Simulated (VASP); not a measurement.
A run of VASP 6.6.1:

File INCAR:

```
  PREC = Accurate
  ENCUT = 520
  EDIFF = 1E-7
  ISMEAR = -1
  SIGMA = 0.08
  LREAL = F
  LASPH = T
  NELM = 100
  ALGO = Normal
  ISIF = 2
  LWAVE = F
  LCHARG = F
  GGA = PS
  NBANDS = 8
```

The input KPOINTS:

```
Automatic mesh
0
Gamma
  16 16 16
```

The input POSCAR:

```
Al
1.0
    2.5592462348      0.0000000000      0.0000000000
    0.0000000000      2.5592462348      0.0000000000
    0.0000000000      0.0000000000      2.5592462348
Al
1
Direct
    0.0000000000      0.0000000000      0.0000000000
```

Potentials or basis: VASP PAW PBE potentials, release 64 (Al).

Command:

```bash
$ cat potpaw_PBE.64/Al/POTCAR > POTCAR
$ mpirun -np 1 vasp_std > vasp.out
```

Hardware: 1 thread of AMD EPYC 7R43 64-Core Processor (Zen 3), on a shared host.

Question: How long does it take, and how much memory?

Answer: It took 17 s on 1 thread of AMD EPYC 7R43 64-Core Processor (Zen 3) (shared host), peak memory 0.09 GiB. Counts: scf iterations 9, k points 165.
